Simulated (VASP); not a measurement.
# Te (P3_121) in VASP: further runs, part 2 of 2

VASP 6.6.1. Earlier steps stand in the parts before.

## (4) Single point, LDA (volume scaled by 1.02)

INCAR

```
PREC = Accurate
ENCUT = 520
EDIFF = 1E-6
ISMEAR = -1
SIGMA = 0.05
LREAL = False
LASPH = True
NELM = 60
ALGO = Normal
ISIF = 2
LWAVE = False
LCHARG = False
GGA = CA
NBANDS = 16
```

KPOINTS

```
regular mesh
0
Gamma
  7 7 5
```

POSCAR

```
Te
1.0
    4.4834975484      0.0000000000      0.0000000000
   -2.2417487742      3.8828227747      0.0000000000
    0.0000000000      0.0000000000      5.9632329314
Te
3
Direct
    0.7310000000      0.7310000000      0.0000000000
    0.0000000000      0.2690000000      0.6666666667
    0.2690000000      0.0000000000      0.3333333333
```

Potentials or basis: VASP PAW LDA potentials, release 64 (Te).

Started as:

```console
$ cat potpaw_LDA.64/Te/POTCAR > POTCAR
$ mpirun -np 1 vasp_std > vasp.out
```

OUTCAR:

```text
PREC = Accurate
   ENCUT = 520
   EDIFF = 1E-6
   ISMEAR = -1
   LREAL = False
   LASPH = True
   NELM = 60
   ISIF = 2
   GGA = CA

 ion  position               nearest neighbor table
   1  0.731  0.731  0.000-   2 2.88   3 2.88   3 3.49   2 3.49   2 3.49   3 3.49
   2  0.000  0.269  0.667-   1 2.88   3 2.88   1 3.49   1 3.49   3 3.49   3 3.49
   3  0.269  0.000  0.333-   1 2.88   2 2.88   1 3.49   1 3.49   2 3.49   2 3.49

  LATTYP: Found a hexagonal cell.
 ALAT       =     4.4834975484
 C/A-ratio  =     1.3300404131

  Lattice vectors:

 A1 = (   4.4834975484,   0.0000000000,   0.0000000000)
 A2 = (  -2.2417487742,   3.8828227747,   0.0000000000)
 A3 = (   0.0000000000,   0.0000000000,   5.9632329314)

Analysis of symmetry for initial positions (statically):
=====================================================================
 Subroutine PRICEL returns:
 Original cell was already a primitive cell.

 Routine SETGRP: Setting up the symmetry group for a
 hexagonal supercell.

 Subroutine GETGRP returns: Found  6 space group operations
 (whereof  2 operations were pure point group operations)
[... 162 lines left out ...]
  ext. energy  EPLUGINS =         0.00000000
  ---------------------------------------------------
  free energy    TOTEN  =       -11.31916287 eV

  energy without entropy =      -11.31902725  energy(sigma->0) =      -11.31909506

 E-fermi :   5.7079     XC(G=0):  -9.2251

 val. band max:        5.3864176828   @ k =   0.2857   0.2857   0.4000
 cond. band min:       5.9634938604   @ k =   0.0000   0.0000   0.4000
 fundamental gap:      0.5770761776
 Fermi energy:         5.7078828703

 k-point     1 :       0.0000    0.0000    0.0000
  band No.  band energies     occupation
      1      -7.9436      2.00000
      2      -4.7508      2.00000
      3      -4.7508      2.00000
      4       2.5690      2.00000
      5       2.8264      2.00000
      6       2.8264      2.00000
[... 433 lines left out ...]
      3      -3.7978      2.00000
      4       1.1186      2.00000
      5       2.1404      2.00000
      6       2.3422      2.00000
[... 8 lines left out ...]
     15      11.4942      0.00000
     16      12.1418      0.00000

 [... further k-points ...]
[... 5 lines left out ...]
  --------------------------------------------------------------------------------------
  -------------------------------------------------------------------------------------
  Total       -1.6864589     -1.6864589     -1.8986867     -0.0000000      0.0000000      0.0000000
  in kB      -26.0279555    -26.0279555    -29.3033729     -0.0000000      0.0000000      0.0000000
  external PRESSURE =     -27.1197613 kB  Pullay stress =       0.0000000 kB

 VOLUME and BASIS-vectors are now :
 -----------------------------------------------------------------------------
  energy-cutoff  :      520.00
  volume of cell :      103.81
      direct lattice vectors                 reciprocal lattice vectors
     4.483497548  0.000000000  0.000000000     0.223040158  0.128772295  0.000000000
    -2.241748774  3.882822775  0.000000000     0.000000000  0.257544590  0.000000000
     0.000000000  0.000000000  5.963232931     0.000000000  0.000000000  0.167694271

 POSITION                                       TOTAL-FORCE (eV/Angst)
 -----------------------------------------------------------------------------------
      1.63872      2.83834      0.00000         0.007951      0.013771      0.000000
     -0.60303      1.04448      3.97549         0.007951     -0.013771      0.000000
      1.20606      0.00000      1.98774        -0.015902     -0.000000     -0.000000
 -----------------------------------------------------------------------------------
    total drift:                                0.000000     -0.000000      0.000000

  FREE ENERGIE OF THE ION-ELECTRON SYSTEM (eV)
  ---------------------------------------------------
  free  energy   TOTEN  =       -11.3191628748 eV

  energy  without entropy=      -11.3190272511  energy(sigma->0) =      -11.31909506
```

OSZICAR:

```text
N       E                     dE             d eps       ncg     rms          rms(c)
DAV:   1     0.728265975466E+02    0.72827E+02   -0.64505E+03  1024   0.898E+02
DAV:   2    -0.639345021927E+01   -0.79220E+02   -0.75334E+02  1368   0.134E+02
DAV:   3    -0.112793199375E+02   -0.48859E+01   -0.48631E+01  1208   0.381E+01
DAV:   4    -0.113707322980E+02   -0.91412E-01   -0.91403E-01  1600   0.604E+00
DAV:   5    -0.113717389808E+02   -0.10067E-02   -0.10067E-02  1336   0.555E-01    0.116E+01
DAV:   6    -0.113337632103E+02    0.37976E-01   -0.20014E-02  1312   0.774E-01    0.736E+00
DAV:   7    -0.113201075542E+02    0.13656E-01   -0.44450E-02  1184   0.110E+00    0.346E-01
DAV:   8    -0.113191455575E+02    0.96200E-03   -0.72944E-03  1176   0.472E-01    0.156E-01
DAV:   9    -0.113191686921E+02   -0.23135E-04   -0.23476E-04  1496   0.102E-01    0.654E-02
DAV:  10    -0.113191629128E+02    0.57792E-05   -0.26392E-05  1288   0.307E-02    0.708E-03
DAV:  11    -0.113191628748E+02    0.38058E-07   -0.25171E-06  1272   0.969E-03
   1 F= -.11319163E+02 E0= -.11319095E+02  d E =-.135624E-03
```

stdout:

```text
POSCAR found type information on POSCAR Te
 POSCAR found :  1 types and       3 ions
 scaLAPACK will be used
 LDA part: xc-table for (Slater(with rela. corr.)+CA(PZ))
 , standard interpolation
 POSCAR, INCAR and KPOINTS ok, starting setup
 FFT: planning ... GRIDC
 FFT: planning ... GRID_SOFT
 FFT: planning ... GRID
 WAVECAR not read
 entering main loop
```

Wall time 29 s (1 thread of Intel Xeon Platinum 8259CL at 2.50GHz (Skylake/Cascade Lake), shared host); peak memory 0.2 GiB.

Results:

* Free energy: -11.3192 eV
* Pressure: -2.7 GPa
* Largest force: 0.016 eV/Å
* Band gap on the k mesh: 0.58 eV, indirect (least direct gap 0.73 eV)

Forces on the atoms (eV/Å):
```
Te   0.008  0.014  0.000
Te   0.008 -0.014  0.000
Te  -0.016  0.000  0.000
```

Stress tensor (GPa, compression positive):
```
-2.60  0.00  0.00
 0.00 -2.60  0.00
 0.00  0.00 -2.93
```

Caveat: spin-orbit coupling is left out, which moves the levels of the heavy elements.

## (5) Single point, LDA (volume scaled by 1.04)

INCAR

```
SYSTEM = Te
PREC = Accurate
ENCUT = 520
EDIFF = 1E-6
ISMEAR = -1
SIGMA = 0.05
LREAL = .FALSE.
LASPH = .TRUE.
NELM = 60
ALGO = Normal
ISIF = 2
LWAVE = .FALSE.
LCHARG = .FALSE.
GGA = CA
NBANDS = 16
```

KPOINTS

```
regular mesh
0
G
  7 7 5
  0 0 0
```

POSCAR

```
Te
1.0
    4.5126119846      0.0000000000      0.0000000000
   -2.2563059923      3.9080366161      0.0000000000
    0.0000000000      0.0000000000      6.0019563082
Te
3
Direct
    0.7310000000      0.7310000000      0.0000000000
    0.0000000000      0.2690000000      0.6666666667
    0.2690000000      0.0000000000      0.3333333333
```

Started as:

```console
$ cat potpaw_LDA.64/Te/POTCAR > POTCAR
$ mpirun -np 1 vasp_std > vasp.out
```

Run time: 30 s. Hardware: 1 thread of Intel Xeon Platinum 8259CL at 2.50GHz (Skylake/Cascade Lake), shared host; peak memory 0.21 GiB.

It converged, with:

```yaml
Free_energy: -11.2797 eV
Pressure: -3.5 GPa
Largest_force: 0.108 eV/Å
Band_gap_on_the_k_mesh: 0.58 eV, indirect (least direct gap 0.72 eV)
```

Forces on the atoms (eV/Å):
```
Te   0.054  0.094  0.000
Te   0.054 -0.094  0.000
Te  -0.108  0.000  0.000
```

Stress tensor (GPa, compression positive):
```
-3.26  0.00  0.00
 0.00 -3.26  0.00
 0.00  0.00 -3.95
```

Levels at points of the mesh, in eV from the valence-band top:
| k point | band 7 | band 8 | band 9 | band 10 | band 11 | band 12 |
| --- | --- | --- | --- | --- | --- | --- |
| (0.00, 0.00, 0.00) | -1.41 | -1.41 | -0.61 | 1.10 | 1.10 | 1.69 |

Caveat: spin-orbit coupling is left out, which moves the levels of the heavy elements. A k mesh can miss the band edges.

## (6) Single point, LDA (volume scaled by 1.06)

INCAR

```
PREC = Accurate ; ENCUT = 520
EDIFF = 1E-6 ; ISMEAR = -1
SIGMA = 0.05 ; LREAL = False
LASPH = True ; NELM = 60
ALGO = Normal ; ISIF = 2
LWAVE = False ; LCHARG = False
NBANDS = 16
```

KPOINTS

```
Automatic mesh
0
Gamma
  7 7 5
```

POSCAR

```
Te
1.0
    4.5413555111      0.0000000000      0.0000000000
   -2.2706777555      3.9329292402      0.0000000000
    0.0000000000      0.0000000000      6.0401863600
Te
3
Direct
    0.7310000000      0.7310000000      0.0000000000
    0.0000000000      0.2690000000      0.6666666667
    0.2690000000      0.0000000000      0.3333333333
```

Potentials or basis: VASP PAW LDA potentials, release 64 (Te).

Started as:

```console
$ cat potpaw_LDA.64/Te/POTCAR > POTCAR
$ mpirun -np 1 vasp_std > vasp.out
```

Wall time 29 s (1 thread of Intel Xeon Platinum 8259CL at 2.50GHz (Skylake/Cascade Lake), shared host); peak memory 0.21 GiB.

The run converged. Its results:

| Quantity | Value |
| --- | --- |
| Free energy | -11.2310 eV |
| Pressure | -4.2 GPa |
| Largest force | 0.195 eV/Å |
| Band gap on the k mesh | 0.58 eV, indirect (least direct gap 0.71 eV) |

Forces on the atoms (eV/Å):
```
Te   0.097  0.169  0.000
Te   0.097 -0.169  0.000
Te  -0.195  0.000  0.000
```

Stress tensor (GPa, compression positive):
```
-3.84  0.00  0.00
 0.00 -3.84  0.00
 0.00  0.00 -4.85
```

Levels at points of the mesh, in eV from the valence-band top:
```csv
k point,band 5,band 6,band 7,band 8,band 9,band 10,band 11,band 12,band 13,band 14
"(0.00, 0.00, 0.00)",-2.49,-2.49,-1.37,-1.37,-0.57,1.09,1.09,1.68,5.17,5.17
```

Caveat: spin-orbit coupling is left out, which moves the levels of the heavy elements. A k mesh can miss the band edges.

## (7) Overview

| cell | gap on the mesh (eV) | pressure (GPa) | largest force (eV/Å) |
| --- | --- | --- | --- |
| a = 4.424, b = 4.424, c = 5.884 Å, angles 90.0, 90.0, 120.0°, 3 atoms | 0.57 | -0.9 | 0.19 |
| a = 4.454, b = 4.454, c = 5.924 Å, angles 90.0, 90.0, 120.0°, 3 atoms | 0.57 | -1.8 | 0.08 |
| a = 4.483, b = 4.483, c = 5.963 Å, angles 90.0, 90.0, 120.0°, 3 atoms | 0.58 | -2.7 | 0.02 |
| a = 4.513, b = 4.513, c = 6.002 Å, angles 90.0, 90.0, 120.0°, 3 atoms | 0.58 | -3.5 | 0.11 |
| a = 4.541, b = 4.541, c = 6.040 Å, angles 90.0, 90.0, 120.0°, 3 atoms | 0.58 | -4.2 | 0.19 |

Alike in all rows: task single point; level LDA; potentials or basis VASP PAW LDA potentials, release 64 (Te); no spin polarisation; k mesh 7 × 7 × 5; cutoff (eV) 520; smearing fermi-dirac 0.05 eV.

Caveats: spin-orbit coupling is left out, which moves the levels of the heavy elements.

Absolute energies hang on the potentials; compare differences alone.
